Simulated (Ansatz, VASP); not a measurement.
Al3BAs4 in VASP and in Ansatz

```
Al B As
1.0
     3.88319    0.00000    0.00000
    -1.94160    3.36294    0.00000
     0.00000    0.00000   12.93971
Al B As
3 1 4
Direct
  0.33333 0.66667 0.50063
  0.66667 0.33333 0.23964
  0.66667 0.33333 0.76174
  0.33333 0.66667 0.00589
  0.33333 0.66667 0.16839
  0.33333 0.66667 0.69104
  0.66667 0.33333 0.42993
  0.66667 0.33333 0.95472
```

Alike in both runs: functional PBE; k mesh 6 × 6 × 2; occupations gaussian, width 0.1 eV; no spin polarisation.

Ansatz relaxed the structure, and its values are those at the end. VASP's run is a single point on that final structure, the one shown.

|  | VASP | Ansatz |
| --- | --- | --- |
| version | VASP 6.6.1 | Ansatz 0.2.0 |
| potentials or method | VASP PAW PBE potentials, release 64 (Al, B, As), cutoff 520 eV | scalar-relativistic, plane waves, PAW |
| valence electrons in the cell | 32 | 72 |

VASP gave:

```
gap on the k mesh at the Fermi level (eV) : 0.14
least direct gap on the mesh (eV)         : 0.14
pressure (GPa)                            : 0.3
rms of the force components (eV/Å)        : 0.012
```

**Question.** What did Ansatz give for the same quantities?

**Answer.** gap on the k mesh at the Fermi level (eV): 0.15; least direct gap on the mesh (eV): 0.15; pressure (GPa): 0.1; rms of the force components (eV/Å): 0.007.

VASP's potentials hold 32 valence electrons a cell and Ansatz's 72, so a difference there can come from the potentials and not from the codes.
